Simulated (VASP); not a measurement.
I, 1 atom in the cell. It takes space group Im-3m (No. 229, cubic). The conventional cell has a = 3.562 Å, b = 3.562 Å, c = 3.562 Å, α = 90.00°, β = 90.00°, γ = 90.00°. Within 4.1 Å of I (site symmetry m-3m) lie 14 I at 3.08 to 3.56 Å. 

| Property | Result |
| --- | --- |
| Program | VASP 6.6.1 |
| Task | single point |
| Functional | r2SCAN |
| Potentials or basis | VASP PAW PBE potentials, release 64 (I) |
| Cutoff | 550 eV |
| k mesh | 8 × 8 × 8 |
| Occupations | fermi-dirac, width 0.05 eV |
| Spin | no spin polarisation |
| Dipole correction | no |
| Further INCAR settings | ALGO = Normal; EDIFF = 1e-06; NBANDS = 10 |

Potentials or basis: VASP PAW PBE potentials, release 64 (I).

Launch:

```sh
$ cat potpaw_PBE.64/I/POTCAR > POTCAR
$ cp INCAR.step1 INCAR
$ mpirun -np 1 vasp_std > vasp.out
$ cp INCAR.step2 INCAR
$ mpirun -np 1 vasp_std > vasp.out
```

Hardware: 1 thread of Intel(R) Xeon(R) Platinum 8259CL CPU @ 2.50GHz (Skylake/Cascade Lake), on a shared host.

**Question.** How long does it take, and how much memory?

**Answer.** It took 36 s on 1 thread of Intel(R) Xeon(R) Platinum 8259CL CPU @ 2.50GHz (Skylake/Cascade Lake), on a shared host, peak memory 0.14 GiB. Counts: k points 29.
